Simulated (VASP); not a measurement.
# TiCo in VASP: a series of runs

The runs below take TiCo through single point, with PBE, PBEsol.

Program: VASP 6.6.1. These are calculated values, not measurements. Logs are shortened: lines on timing, memory, paths and dates and some standing lists are left out, and cuts for length are marked.

### 1 The cell of the first run

Symmetry: Pm-3m, No. 221, cubic system. Conventional cell: a = 2.986 Å, b = 2.986 Å, c = 2.986 Å, α = 90.00°, β = 90.00°, γ = 90.00°. Within 3.4 Å of Co (site symmetry m-3m) lie 8 Ti at 2.59 Å and 6 Co at 2.99 Å. Within 3.4 Å of Ti (site symmetry m-3m) lie 8 Co at 2.59 Å and 6 Ti at 2.99 Å.

### 2 Single point, PBE, collinear spin, ferromagnetic start

File INCAR:

```
  ALGO = Normal
  EDIFF = 1E-6
  ENCUT = 600
  GGA = PE
  GGA_COMPAT = False
  ISIF = 2
  ISMEAR = -1
  ISPIN = 2
  LASPH = True
  LCHARG = False
  LMAXMIX = 4
  LORBIT = 11
  LREAL = False
  LWAVE = False
  MAGMOM = 1.46667 0.733333
  NBANDS = 26
  NELM = 200
  NUPDOWN = 2.2
  PREC = Accurate
  SIGMA = 0.05
```

File KPOINTS:

```
k-points
0
Gamma
  8 8 8
```

File POSCAR:

```
TiCo
1.0
    2.9861109900      0.0000000000      0.0000000000
    0.0000000000      2.9861109900      0.0000000000
    0.0000000000      0.0000000000      2.9861109900
Co Ti
1 1
Direct
    0.5000000000      0.5000000000      0.5000000000
    0.0000000000      0.0000000000      0.0000000000
```

Potentials or basis: VASP PAW PBE potentials, release 64 (Co_sv, Ti_sv).

The run is started by

```bash
> cat potpaw_PBE.64/Co_sv/POTCAR potpaw_PBE.64/Ti_sv/POTCAR > POTCAR
> mpirun -np 1 vasp_std > vasp.out
```

OUTCAR:

```text
EDIFF = 1E-6
   ENCUT = 600
   GGA = PE
   ISIF = 2
   ISMEAR = -1
   ISPIN = 2
   LASPH = True
   LORBIT = 11
   LREAL = False
   NELM = 200
   NUPDOWN = 2.2
   PREC = Accurate

 ion  position               nearest neighbor table
   1  0.500  0.500  0.500-   2 2.59   2 2.59   2 2.59   2 2.59   2 2.59   2 2.59   2 2.59   2 2.59

   2  0.000  0.000  0.000-   1 2.59   1 2.59   1 2.59   1 2.59   1 2.59   1 2.59   1 2.59   1 2.59

  LATTYP: Found a simple cubic cell.
 ALAT       =     2.9861109900

  Lattice vectors:

 A1 = (   2.9861109900,   0.0000000000,   0.0000000000)
 A2 = (   0.0000000000,   2.9861109900,   0.0000000000)
 A3 = (   0.0000000000,   0.0000000000,   2.9861109900)

Analysis of symmetry for initial positions (statically):
=====================================================================
 Subroutine PRICEL returns:
 Original cell was already a primitive cell.

 Routine SETGRP: Setting up the symmetry group for a
 simple cubic supercell.

 Subroutine GETGRP returns: Found 48 space group operations
 (whereof 48 operations were pure point group operations)
 out of a pool of 48 trial point group operations.

The static configuration has the point symmetry O_h .

Analysis of symmetry for dynamics (positions and initial velocities):
=====================================================================
 Subroutine PRICEL returns:
 Original cell was already a primitive cell.

 Routine SETGRP: Setting up the symmetry group for a
 simple cubic supercell.

 Subroutine GETGRP returns: Found 48 space group operations
 (whereof 48 operations were pure point group operations)
 out of a pool of 48 trial point group operations.

The dynamic configuration has the point symmetry O_h .

Analysis of structural, dynamic, and magnetic symmetry:
=====================================================================
 Subroutine PRICEL returns:
 Original cell was already a primitive cell.

 Routine SETGRP: Setting up the symmetry group for a
 simple cubic supercell.

 Subroutine GETGRP returns: Found 48 space group operations
 (whereof 48 operations were pure point group operations)
 out of a pool of 48 trial point group operations.

The overall configuration has the point symmetry O_h .

 Subroutine INISYM returns: Found 48 space group operations
 (whereof 48 operations are pure point group operations),
 and found     1 'primitive' translations

----------------------------------------------------------------------------------------

                                     Primitive cell

  volume of cell :      26.6267

[... 107 lines left out ...]
     AMIX     =   0.40;   BMIX     =  1.00
     AMIX_MAG =   1.60;   BMIX_MAG =  1.00
  volume/ion in A,a.u.               =      13.31        89.84
  Fermi-wavevector in a.u.,A,eV,Ry     =   1.684360  3.182979 38.600656  2.837068
  Thomas-Fermi vector in A             =   2.767396
   LORBIT       =     11    0 simple, 1 ext, 2 COOP (PROOUT), +10 PAW based schemes
   GGA     = PE    functional components
   LHFCALC =     F    Hartree Fock is set to
   AEXX    =    0.0000 exact exchange contribution
   IVDW    =     0    specifies the selected vdW correction
   LEPSILON=     F    determine dielectric tensor
   LRPA    =     F    only Hartree local field effects (RPA)
 spin polarized calculation
  energy-cutoff  :      600.00
  volume of cell :       26.63
 maximum number of plane-waves:       912
 NGX is ok and might be reduce to    24
   NGX = 11   NGY = 11   NGZ = 11

 number of electron      29.0000006 magnetization       2.2000003

 Free energy of the ion-electron system (eV)
  ---------------------------------------------------
  ext. energy  EPLUGINS =         0.00000000
  ---------------------------------------------------
  free energy    TOTEN  =       -15.14013172 eV

  energy without entropy =      -15.10650590  energy(sigma->0) =      -15.12331881

 E-fermi :   9.6022     XC(G=0): -12.7588

 val. band max:       10.9242453812   @ k =   0.5000   0.2500   0.0000
 cond. band min:       9.6092530835   @ k =   0.2500   0.1250   0.1250
 fundamental gap:     -1.3149922977
 Fermi energy:        10.9299043993

 spin component 1

 k-point     1 :       0.0000    0.0000    0.0000
  band No.  band energies     occupation
      1     -85.4652      1.00000
      2     -48.7153      1.00000
      3     -48.7153      1.00000
      4     -48.7153      1.00000
      5     -46.3328      1.00000
      6     -22.4460      1.00000
[... 685 lines left out ...]
     25      26.4915      0.00000
     26      30.4564      0.00000

 [... further k-points ...]

 spin component 2

 k-point     1 :       0.0000    0.0000    0.0000
  band No.  band energies     occupation
      1     -83.7664      1.00000
      2     -47.0588      1.00000
      3     -47.0588      1.00000
      4     -47.0588      1.00000
      5     -45.8835      1.00000
      6     -21.9983      1.00000
[... 685 lines left out ...]
     25      27.0164      0.00000
     26      30.8641      0.00000

 [... further k-points ...]
[... 5 lines left out ...]
  --------------------------------------------------------------------------------------
  -------------------------------------------------------------------------------------
  Total        0.7232705      0.7232705      0.7232705      0.0000000      0.0000000     -0.0000000
  in kB       43.5204608     43.5204608     43.5204608      0.0000000      0.0000000     -0.0000000
  external PRESSURE =      43.5204608 kB  Pullay stress =       0.0000000 kB

 VOLUME and BASIS-vectors are now :
 -----------------------------------------------------------------------------
  energy-cutoff  :      600.00
  volume of cell :       26.63
      direct lattice vectors                 reciprocal lattice vectors
     2.986110990  0.000000000  0.000000000     0.334883735  0.000000000  0.000000000
     0.000000000  2.986110990  0.000000000     0.000000000  0.334883735  0.000000000
     0.000000000  0.000000000  2.986110990     0.000000000  0.000000000  0.334883735

 POSITION                                       TOTAL-FORCE (eV/Angst)
 -----------------------------------------------------------------------------------
      1.49306      1.49306      1.49306         0.000000      0.000000      0.000000
      0.00000      0.00000      0.00000         0.000000      0.000000      0.000000
 -----------------------------------------------------------------------------------
    total drift:                                0.000000      0.000000     -0.000000

  FREE ENERGIE OF THE ION-ELECTRON SYSTEM (eV)
  ---------------------------------------------------
  free  energy   TOTEN  =       -15.1401317156 eV

  energy  without entropy=      -15.1065059047  energy(sigma->0) =      -15.12331881

 total charge

# of ion       s       p       d       tot
------------------------------------------
    1        2.276   6.100   6.715  15.091
    2        2.243   6.166   1.932  10.340
--------------------------------------------------
tot          4.519  12.266   8.647  25.432

 magnetization (x)

# of ion       s       p       d       tot
------------------------------------------
    1        0.023   0.032   1.380   1.435
    2        0.006   0.034   0.442   0.481
--------------------------------------------------
tot          0.029   0.066   1.821   1.916
```

It took 72 s on 1 thread of Intel Xeon Platinum 8259CL at 2.50GHz (Skylake/Cascade Lake), shared host; peak memory 0.17 GiB.

What came out:

- Free energy: -15.1401 eV
- Pressure: 4.4 GPa
- Net moment: 2.20 μB per cell
- Site moments: Co +1.44; Ti +0.48 μB
- Valence electrons inside the program's atomic spheres: Co 15.09; Ti 10.34

Caveat: the total moment is fixed, so each spin has its own Fermi level.

### 3 Single point, PBE, collinear spin, ferromagnetic start

File INCAR:

```
SYSTEM = TiCo
ALGO = Fast
EDIFF = 1E-7
ENCUT = 520
GGA = PE
ISIF = 2
ISMEAR = -1
ISPIN = 2
LASPH = .True.
LCHARG = .False.
LMAXMIX = 4
LORBIT = 11
LREAL = .False.
LWAVE = .False.
MAGMOM = 2 1
NBANDS = 22
NELM = 150
PREC = Accurate
SIGMA = 0.05
```

File KPOINTS:

```
k-points
0
Gamma
  8 8 8
  0 0 0
```

File POSCAR:

```
TiCo
1.0
    2.9861109900     -0.0149305550      0.0000000000
   -0.0149305550      2.9861109900      0.0000000000
    0.0000000000      0.0000000000      2.9861109900
Co Ti
1 1
Direct
    0.5000000000      0.5000000000      0.5000000000
    0.0000000000      0.0000000000      0.0000000000
```

Potentials or basis: VASP PAW PBE potentials, release 64 (Co, Ti_sv).

The run is started by

```bash
> cat potpaw_PBE.64/Co/POTCAR potpaw_PBE.64/Ti_sv/POTCAR > POTCAR
> mpirun -np 1 vasp_std > vasp.out
```

Run time: 62 s. Hardware: 1 thread of Intel Xeon 6975P-C (Granite Rapids), shared host; peak memory 0.22 GiB.

The run converged. Its results:

| Quantity | Value |
| --- | --- |
| Free energy | -15.6514 eV |
| Pressure | -2.6 GPa |
| Net moment | 0.23 μB per cell |
| Site moments | Co +0.30; Ti -0.04 μB |
| Valence electrons inside the program's atomic spheres | Co 8.30; Ti 10.28 |

Stress tensor (GPa, compression positive):
```
-2.62  0.45  0.00
 0.45 -2.62  0.00
 0.00  0.00 -2.58
```

Levels at points of the mesh, in eV from the Fermi level:
Spin up:
| k point | band 7 | band 8 | band 9 | band 10 | band 11 | band 12 | band 13 | band 14 |
| --- | --- | --- | --- | --- | --- | --- | --- | --- |
| (0.00, 0.00, 0.00) | -3.83 | -1.58 | -1.55 | -1.52 | 0.69 | 0.69 | 2.67 | 2.69 |
| (0.50, 0.00, 0.00) | -2.54 | -1.64 | -1.64 | -1.15 | -0.74 | -0.09 | 0.65 | 0.66 |
| (0.50, 0.50, 0.00) | -2.48 | -2.45 | -0.85 | -0.33 | 0.59 | 0.75 | 1.19 | 2.50 |
| (0.00, 0.00, 0.50) | -2.54 | -1.64 | -1.63 | -1.15 | -0.74 | -0.09 | 0.64 | 0.67 |
| (0.50, 0.00, 0.50) | -2.46 | -2.46 | -0.85 | -0.33 | 0.67 | 0.67 | 1.19 | 2.52 |
| (0.50, 0.50, 0.50) | -2.49 | -2.09 | -2.07 | -2.04 | -0.82 | -0.82 | 3.14 | 3.14 |
Spin down:
```tsv
k point	band 8	band 9	band 10	band 11	band 12	band 13
(0.00, 0.00, 0.00)	-1.41	-1.38	-1.34	0.85	0.85	2.68
(0.50, 0.00, 0.00)	-1.45	-1.45	-0.95	-0.81	0.29	0.63
(0.50, 0.50, 0.00)	-2.31	-0.37	0.01	0.56	0.72	1.22
(0.00, 0.00, 0.50)	-1.46	-1.44	-0.95	-0.81	0.29	0.62
(0.50, 0.00, 0.50)	-2.33	-0.37	0.01	0.64	0.64	1.22
(0.50, 0.50, 0.50)	-2.11	-2.09	-2.06	-0.34	-0.34	3.09
```

### 4 Single point, PBE, collinear spin, ferromagnetic start

File INCAR:

```
PREC     = Accurate       # precision mode
ENCUT    = 520            # plane-wave cutoff, eV
EDIFF    = 1E-6           # SCF threshold, eV
ISMEAR   = -1             # smearing method
SIGMA    = 0.05           # smearing width, eV
LREAL    = F              # projectors in reciprocal space
LASPH    = T              # aspherical terms in the spheres
NELM     = 150            # most SCF steps
ALGO     = Fast           # electronic algorithm
ISIF     = 2              # what is computed and relaxed
LWAVE    = F              # write WAVECAR
LCHARG   = F              # write CHGCAR
ISPIN    = 2              # spin polarisation
MAGMOM   = 2 1            # initial moments
LORBIT   = 11             # projections on sites
LMAXMIX  = 4              # l up to which the mixer works
GGA      = PE             # functional
NBANDS   = 22             # bands
```

File KPOINTS:

```
regular mesh
0
Gamma
  8 8 8
```

File POSCAR:

```
TiCo
1.0
    2.9861109900      0.0149305550      0.0000000000
    0.0149305550      2.9861109900      0.0000000000
    0.0000000000      0.0000000000      2.9861109900
Co Ti
1 1
Direct
    0.5000000000      0.5000000000      0.5000000000
    0.0000000000      0.0000000000      0.0000000000
```

The run is started by

```bash
> cat potpaw_PBE.64/Co/POTCAR potpaw_PBE.64/Ti_sv/POTCAR > POTCAR
> mpirun -np 1 vasp_std > vasp.out
```

Wall time 62 s (1 thread of Intel Xeon 6975P-C (Granite Rapids), shared host); peak memory 0.22 GiB.

The run converged. Its results:

| Item | Value |
| --- | --- |
| Free energy | -15.6514 eV |
| Pressure | -2.6 GPa |
| Net moment | 0.23 μB per cell |
| Site moments | Co +0.30; Ti -0.04 μB |
| Valence electrons inside the program's atomic spheres | Co 8.30; Ti 10.28 |

Stress tensor (GPa, compression positive):
```
-2.57 -0.45  0.00
-0.45 -2.57  0.00
 0.00  0.00 -2.53
```

Levels at points of the mesh, in eV from the Fermi level:
Spin up:
| k point | band 7 | band 8 | band 9 | band 10 | band 11 | band 12 | band 13 | band 14 |
| --- | --- | --- | --- | --- | --- | --- | --- | --- |
| (0.00, 0.00, 0.00) | -3.83 | -1.58 | -1.55 | -1.52 | 0.69 | 0.69 | 2.67 | 2.69 |
| (0.50, 0.00, 0.00) | -2.54 | -1.64 | -1.64 | -1.15 | -0.74 | -0.09 | 0.65 | 0.66 |
| (0.50, 0.50, 0.00) | -2.48 | -2.45 | -0.85 | -0.33 | 0.59 | 0.75 | 1.19 | 2.50 |
| (0.00, 0.00, 0.50) | -2.54 | -1.64 | -1.63 | -1.15 | -0.74 | -0.09 | 0.64 | 0.67 |
| (0.50, 0.00, 0.50) | -2.46 | -2.46 | -0.85 | -0.33 | 0.67 | 0.67 | 1.19 | 2.52 |
| (0.50, 0.50, 0.50) | -2.49 | -2.09 | -2.07 | -2.04 | -0.82 | -0.82 | 3.14 | 3.14 |
Spin down:
| k point | band 8 | band 9 | band 10 | band 11 | band 12 | band 13 |
| --- | --- | --- | --- | --- | --- | --- |
| (0.00, 0.00, 0.00) | -1.41 | -1.38 | -1.34 | 0.85 | 0.85 | 2.68 |
| (0.50, 0.00, 0.00) | -1.45 | -1.45 | -0.95 | -0.81 | 0.29 | 0.63 |
| (0.50, 0.50, 0.00) | -2.31 | -0.37 | 0.01 | 0.56 | 0.72 | 1.22 |
| (0.00, 0.00, 0.50) | -1.46 | -1.44 | -0.95 | -0.81 | 0.29 | 0.62 |
| (0.50, 0.00, 0.50) | -2.33 | -0.37 | 0.01 | 0.64 | 0.64 | 1.22 |
| (0.50, 0.50, 0.50) | -2.11 | -2.09 | -2.06 | -0.34 | -0.34 | 3.09 |

(Part 1 of 2 ends here.)
